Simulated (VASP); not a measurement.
# Be (P1) in VASP: relaxation of cell and atoms with PBE

Aim: the relaxation of cell and atoms of Be with PBE.

Everything below comes from runs of VASP 6.6.1. Logs are shortened: lines on timing, memory, paths and dates and some standing lists are left out, and cuts for length are marked.

## (1) The cell of the first run

The typed cell holds 8 atoms: a = 2.140 Å, b = 3.735 Å, c = 8.444 Å, α = 91.60°, β = 92.30°, γ = 91.46°.

## (2) Relaxation of cell and atoms, PBE

INCAR reads:

```
SYSTEM = Be
ALGO = Fast
EDIFF = 1E-7
EDIFFG = -0.015
ENCUT = 600
GGA = PE
IBRION = 2
ISIF = 3
ISMEAR = 0
LASPH = .TRUE.
LCHARG = .FALSE.
LREAL = .FALSE.
LWAVE = .FALSE.
NELM = 100
NSW = 100
PREC = Accurate
SIGMA = 0.1
```

KPOINTS reads:

```
k-points
0
G
  10 6 4
  0 0 0
```

POSCAR reads:

```
Be
1.0
    1.0935538668     -1.8388243126      0.0436920147
   -3.2582580802     -1.8258896343      0.0528805121
    0.0177360539      0.2050062710     -8.4412683887
Be
8
Direct
    0.5635267266      0.8070264793      0.9041123939
    1.0921830909      0.3465773366      0.9064114133
    0.9454168208      0.6603337419      0.3899362285
    0.4148415016      0.1701561577      0.3944624632
    0.5432048749      0.8195280161      0.6028268518
    1.0199138647      0.3391064529      0.6159124960
    0.9586751657      0.6577971140      0.1038446650
    0.4622379548      0.1994747015      0.0824934884
```

Potentials or basis: VASP PAW PBE potentials, release 64 (Be).

Run with:

```console
$ cat potpaw_PBE.64/Be/POTCAR > POTCAR
$ mpirun -np 1 vasp_std > vasp.out
```

OUTCAR:

```text
SYSTEM = Be
   EDIFF = 1E-7
   EDIFFG = -0.015
   ENCUT = 600
   GGA = PE
   IBRION = 2
   ISIF = 3
   ISMEAR = 0
   LASPH = .TRUE.
   LREAL = .FALSE.
   NELM = 100
   NSW = 100
   PREC = Accurate

 ion  position               nearest neighbor table
   1  0.564  0.807  0.904-   7 1.96   2 1.97   2 2.08   8 2.09   7 2.24   2 2.28   2 2.29
   2  0.092  0.347  0.906-   8 1.76   1 1.97   7 2.04   1 2.08   8 2.12   1 2.28   1 2.29
   3  0.945  0.660  0.390-   5 2.10   4 2.11   4 2.13   4 2.13   5 2.22   4 2.24   6 2.28
   4  0.415  0.170  0.394-   3 2.11   3 2.13   3 2.13   6 2.17   5 2.23   3 2.24   6 2.30
   5  0.543  0.820  0.603-   6 2.09   6 2.10   3 2.10   6 2.17   3 2.22   4 2.23   6 2.27
   6  0.020  0.339  0.616-   5 2.09   5 2.10   4 2.17   5 2.17   5 2.27   3 2.28   4 2.30
   7  0.959  0.658  0.104-   1 1.96   8 1.99   2 2.04   8 2.05   1 2.24   8 2.28   8 2.32
   8  0.462  0.199  0.082-   2 1.76   7 1.99   7 2.05   1 2.09   2 2.12   7 2.28   7 2.32

  LATTYP: Found a triclinic cell.
 ALAT       =     2.1398700672
 B/A-ratio  =     2.6878798889
 C/A-ratio  =     3.9459293297
 COS(alpha) =     0.0118250256
 COS(beta)  =     0.0402018897
 COS(gamma) =     0.7605970633

  Lattice vectors:

 A1 = (   1.0935538668,  -1.8388243126,   0.0436920147)
 A2 = (   5.4453658138,  -1.8517589909,   0.0345035173)
 A3 = (  -0.0177360539,  -0.2050062710,   8.4412683887)

Analysis of symmetry for initial positions (statically):
=====================================================================
 Subroutine PRICEL returns:
 Original cell was already a primitive cell.

 Routine SETGRP: Setting up the symmetry group for a
 triclinic supercell.

 Subroutine GETGRP returns: Found  1 space group operations
 (whereof  1 operations were pure point group operations)
 out of a pool of  2 trial point group operations.

The static configuration has the point symmetry C_1 .

Analysis of symmetry for dynamics (positions and initial velocities):
=====================================================================
 Subroutine PRICEL returns:
 Original cell was already a primitive cell.

 Routine SETGRP: Setting up the symmetry group for a
 triclinic supercell.

 Subroutine GETGRP returns: Found  1 space group operations
 (whereof  1 operations were pure point group operations)
 out of a pool of  2 trial point group operations.

The dynamic configuration has the point symmetry C_1 .

 Subroutine INISYM returns: Found  1 space group operations
 (whereof  1 operations are pure point group operations),
 and found     1 'primitive' translations

----------------------------------------------------------------------------------------

                                     Primitive cell

  volume of cell :      67.3881

  direct lattice vectors                    reciprocal lattice vectors
     1.093553867 -1.838824313  0.043692015     0.228556372 -0.408126746 -0.009431622
    -3.258258080 -1.825889634  0.052880512    -0.230204567 -0.136993835 -0.003810744
     0.017736054  0.205006271 -8.441268389    -0.000259114 -0.002970665 -0.118538300

  length of vectors
     2.139870067  3.735360093  8.443776060     0.467861530  0.267910387  0.118575800

  position of ions in fractional coordinates (direct lattice)
     0.563526727  0.807026479  0.904112394
     0.092183091  0.346577337  0.906411413
     0.945416821  0.660333742  0.389936228
     0.414841502  0.170156158  0.394462463
     0.543204875  0.819528016  0.602826852
     0.019913865  0.339106453  0.615912496
     0.958675166  0.657797114  0.103844665
     0.462237955  0.199474702  0.082493488

  ion indices of the primitive-cell ions
   primitive index   ion index
                 1           1
                 2           2
                 3           3
                 4           4
                 5           5
                 6           6
                 7           7
                 8           8

----------------------------------------------------------------------------------------

 KPOINTS: k-points

Automatic generation of k-mesh.
 Grid dimensions read from file:
[... 46 lines left out ...]
 [... further k-points ...]
   k-points           NKPTS =    124   k-points in BZ     NKDIM =    124   number of bands    NBANDS=     13
   number of dos      NEDOS =    301   number of ions     NIONS =      8
   total plane-waves  NPLWV =  37800
   dimension x,y,z NGX =    18 NGY =   30 NGZ =   70
   dimension x,y,z NGXF=    36 NGYF=   60 NGZF=  140
   ions per type =               8
   NGX,Y,Z   is equivalent  to a cutoff of  13.98, 13.35, 13.78 a.u.
   NGXF,Y,Z  is equivalent  to a cutoff of  27.97, 26.70, 27.56 a.u.
 SYSTEM =  Be
   PREC   = accura    normal or accurate (medium, high low for compatibility)
   ISTART =      0    job   : 0-new  1-cont  2-samecut
   ICHARG =      2    charge: 1-file 2-atom 10-const
   ISPIN  =      1    spin polarized calculation?
   LNONCOLLINEAR =      F non collinear calculations
   LSORBIT =      F    spin-orbit coupling
   LASPH  =      T    aspherical Exc in radial PAW
   ENCUT  =  600.0 eV  44.10 Ry    6.64 a.u.   4.27  7.46 16.86*2*pi/ulx,y,z
   NELM   =    100;   NELMIN=  2; NELMDL= -5     # of ELM steps
   EDIFF  = 0.1E-06   stopping-criterion for ELM
   LREAL  =      F    real-space projection
   EDIFFG = -.1E-01   stopping-criterion for IOM
   NSW    =    100    number of steps for IOM
   IBRION =      2    ionic relax: 0-MD 1-quasi-New 2-CG
   NFREE  =      1    steps in history (QN), initial steepest desc. (CG)
   ISIF   =      3    stress and relaxation
   ISYM   =      2    0-nonsym 1-usesym 2-fastsym
   POTIM  = 0.5000    time-step for ionic-motion
   TEBEG  =    0.0;   TEEND  =   0.0 temperature during run
   PSTRESS=    0.0 pullay stress
   NELECT =      16.0000    total number of electrons
   NUPDOWN=      -1.0000    fix difference up-down
   EMIN   =  10.00;   EMAX   =-10.00  energy-range for DOS
   EFERMI =   0.00;   METHOD = LEGACY
   ISMEAR =     0;   SIGMA  =   0.10  broadening in eV -4-tet -1-fermi 0-gaus
   EFERMI_NEDOS =   21; number of points for ismear=-14 and -15
   IALGO  =     68    algorithm
   IMIX   =      4    mixing-type and parameters
     AMIX     =   0.40;   BMIX     =  1.00
     AMIX_MAG =   1.60;   BMIX_MAG =  1.00
  volume/ion in A,a.u.               =       8.42        56.84
  Fermi-wavevector in a.u.,A,eV,Ry     =   1.013726  1.915663 13.981884  1.027639
  Thomas-Fermi vector in A             =   2.146911
   LORBIT       =      0    0 simple, 1 ext, 2 COOP (PROOUT), +10 PAW based schemes
   GGA     = PE    functional components
   LHFCALC =     F    Hartree Fock is set to
   AEXX    =    0.0000 exact exchange contribution
   IVDW    =     0    specifies the selected vdW correction
   LEPSILON=     F    determine dielectric tensor
   LRPA    =     F    only Hartree local field effects (RPA)
 conjugate gradient relaxation of ions
 non-spin polarized calculation
 RMM-DIIS sequential band-by-band and
 Gauss-broadening in eV      SIGMA  =   0.10
  energy-cutoff  :      600.00
  volume of cell :       67.39
 maximum number of plane-waves:      2277
 NGX is ok and might be reduce to    18
   NGX =  9   NGY = 15   NGZ = 33

--------------------------------------- Ionic step        1  -------------------------------------------

 number of electron      16.0000000 magnetization

 Free energy of the ion-electron system (eV)
  ---------------------------------------------------
  ext. energy  EPLUGINS =         0.00000000
  ---------------------------------------------------
  free energy    TOTEN  =       -26.63183115 eV

  energy without entropy =      -26.62353311  energy(sigma->0) =      -26.62768213

------------------------ aborting loop because EDIFF is reached ----------------------------------------

  FORCE on cell =-STRESS in cart. coord.  units (eV):
  Direction    XX          YY          ZZ          XY          YZ          ZX
  --------------------------------------------------------------------------------------
  -------------------------------------------------------------------------------------
  Total        5.8661802      4.4573890      4.5395869     -0.3165317      1.0582313     -2.3919731
  in kB      139.4705975    105.9760668    107.9303509     -7.5256568     25.1598381    -56.8700429
  external PRESSURE =     117.7923384 kB  Pullay stress =       0.0000000 kB
[... 107 lines left out ...]
  FREE ENERGIE OF THE ION-ELECTRON SYSTEM (eV)
  ---------------------------------------------------
  free  energy   TOTEN  =       -27.5547037593 eV

  energy  without entropy=      -27.5455917535  energy(sigma->0) =      -27.55014776

[... ionic steps 4 to 36 ...]

--------------------------------------- Ionic step       37  -------------------------------------------

 number of electron      16.0000000 magnetization

------------------------ aborting loop because EDIFF is reached ----------------------------------------
[... 79 lines left out ...]
--------------------------------------- Ionic step       39  -------------------------------------------

 number of electron      16.0000000 magnetization

 Free energy of the ion-electron system (eV)
  ---------------------------------------------------
  ext. energy  EPLUGINS =         0.00000000
  ---------------------------------------------------
  free energy    TOTEN  =       -29.86552687 eV

  energy without entropy =      -29.86279827  energy(sigma->0) =      -29.86416257

 E-fermi :   6.9637     XC(G=0): -10.6053

 val. band max:        6.8859134633   @ k =  -0.3000  -0.0000   0.2500
 cond. band min:       6.9643665534   @ k =   0.5000   0.0000   0.5000
 fundamental gap:      0.0784530901
 Fermi energy:         6.9636646684

 k-point     1 :       0.0000    0.0000    0.0000
  band No.  band energies     occupation
      1      -4.3295      2.00000
      2      -2.2143      2.00000
      3      -2.1788      2.00000
      4       2.4458      2.00000
      5       2.4612      2.00000
      6       2.4765      2.00000
      7       4.0367      2.00000
      8       4.0629      2.00000
      9       7.9467      0.00000
     10       8.7976      0.00000
     11       8.8520      0.00000
     12      10.7690      0.00000
     13      10.8316      0.00000
[... 354 lines left out ...]
  band No.  band energies     occupation
      1      -1.5782      2.00000
      2       0.4700      2.00000
      3       0.6337      2.00000
      4       1.3330      2.00000
      5       1.3899      2.00000
      6       5.1438      2.00000
      7       5.2964      2.00000
      8       6.0193      2.00000
      9       7.8864      0.00000
     10       9.2160      0.00000
     11       9.2777      0.00000
     12      11.7657      0.00000
     13      11.8916      0.00000

 [... further k-points ...]

------------------------ aborting loop because EDIFF is reached ----------------------------------------

  FORCE on cell =-STRESS in cart. coord.  units (eV):
  Direction    XX          YY          ZZ          XY          YZ          ZX
  --------------------------------------------------------------------------------------
  -------------------------------------------------------------------------------------
  Total        0.0081316      0.0063170     -0.0017205      0.0019036     -0.0012066      0.0005738
  in kB        0.2058510      0.1599154     -0.0435539      0.0481896     -0.0305457      0.0145270
  external PRESSURE =       0.1074042 kB  Pullay stress =       0.0000000 kB
[... 23 lines left out ...]
  FREE ENERGIE OF THE ION-ELECTRON SYSTEM (eV)
  ---------------------------------------------------
  free  energy   TOTEN  =       -29.8655268693 eV

  energy  without entropy=      -29.8627982706  energy(sigma->0) =      -29.86416257

 reached required accuracy - stopping structural energy minimisation
```

Wall time 35 min (1 thread of AMD EPYC 7R13 (Zen 3), shared host); peak memory 0.23 GiB.

What came out:

- Free energy: -29.8655 eV
- Relaxed volume: 7.91 Å³/atom
- Relaxed cell: a = 2.260 Å, b = 3.899 Å, c = 7.530 Å, α = 105.13°, β = 98.58°, γ = 90.06°
- Space group after relaxing (to 0.1 Å): P6_3/mmc (No. 194)
- Energy gained by relaxing: 404.2 meV/atom
- Ionic steps: 39
- Pressure after relaxing: 0.0 GPa
- Largest force after relaxing: 0.008 eV/Å
- Band gap on the k mesh: zero (bands 8 and 9 overlap by 1.43 eV)

Forces on the atoms (eV/Å):
```
Be   0.003 -0.001  0.001
Be   0.003 -0.005 -0.002
Be  -0.004  0.006  0.001
Be  -0.003  0.000  0.001
Be  -0.001 -0.002  0.000
Be   0.000 -0.002 -0.001
Be  -0.002  0.006 -0.002
Be   0.004 -0.001  0.002
```

The path:
```tsv
step	energy change (eV)	largest force (eV/Å)	pressure (GPa)	volume (Å³)
1	0.0000	3.7146	11.78	67.39
2	-0.9228	0.4765	-2.98	73.59
3	-0.9229	0.4807	-2.82	73.49
4	-1.0050	0.3849	-1.12	72.09
5	-1.0614	0.5236	2.35	69.65
6	-1.1243	0.5255	1.83	69.57
7	-1.2855	0.6239	0.61	69.31
8	-1.3236	1.4333	-0.53	68.59
9	-1.3579	0.9033	-0.20	68.92
10	-1.3961	0.9628	-0.46	68.87
11	-1.5179	1.1501	-1.27	68.70
12	-1.7517	1.6652	-2.51	68.28
13	-1.7010	2.5604	-1.59	67.02
14	-1.8492	2.0505	-2.77	67.88
15	-2.0627	1.7958	-3.07	67.28
16	-2.1560	1.9791	-2.13	65.82
17	-2.1941	1.4667	-2.87	66.42
18	-2.3624	1.2285	-2.54	65.74
19	-2.6626	0.6691	-0.34	63.71
20	-2.6859	0.7532	1.17	62.86
21	-2.7723	0.5531	1.06	62.85
22	-2.8126	0.5395	1.19	62.82
23	-2.8620	0.5149	0.07	63.34
24	-2.8999	0.4820	-1.69	64.29
25	-2.9414	0.4513	-1.39	64.12
26	-3.0379	0.5693	-0.36	63.59
27	-3.0426	0.6954	2.19	62.45
28	-3.0841	0.6386	0.75	63.06
29	-3.1384	0.5323	0.64	63.07
30	-3.1894	0.3114	0.60	63.07
31	-3.2094	0.2351	0.11	63.28
32	-3.2248	0.1226	-0.74	63.68
33	-3.2309	0.0774	-0.16	63.38
34	-3.2323	0.0505	0.26	63.16
35	-3.2330	0.0365	0.04	63.28
36	-3.2333	0.0271	-0.22	63.41
37	-3.2336	0.0193	-0.06	63.33
38	-3.2336	0.0177	-0.02	63.31
39	-3.2337	0.0075	0.01	63.29
```

Final structure:
```yaml
crystal:
  lattice:
    - [1.13543, -1.94809, 0.15719]
    - [-3.36299, -1.91782, 0.46589]
    - [0.63710, 1.07577, -7.42511]
  atoms:
    - { symbol: Be, position: [0.56268, 0.72834, 0.87502] }
    - { symbol: Be, position: [0.06240, 0.22829, 0.87497] }
    - { symbol: Be, position: [0.81268, 0.64670, 0.37501] }
    - { symbol: Be, position: [0.31223, 0.14664, 0.37500] }
    - { symbol: Be, position: [0.43732, 0.93738, 0.62500] }
    - { symbol: Be, position: [0.93728, 0.43739, 0.62499] }
    - { symbol: Be, position: [0.18799, 0.68760, 0.12499] }
    - { symbol: Be, position: [0.68742, 0.18764, 0.12503] }
```

The gap in the log of VASP goes by the Fermi energy; the results here count the filled bands.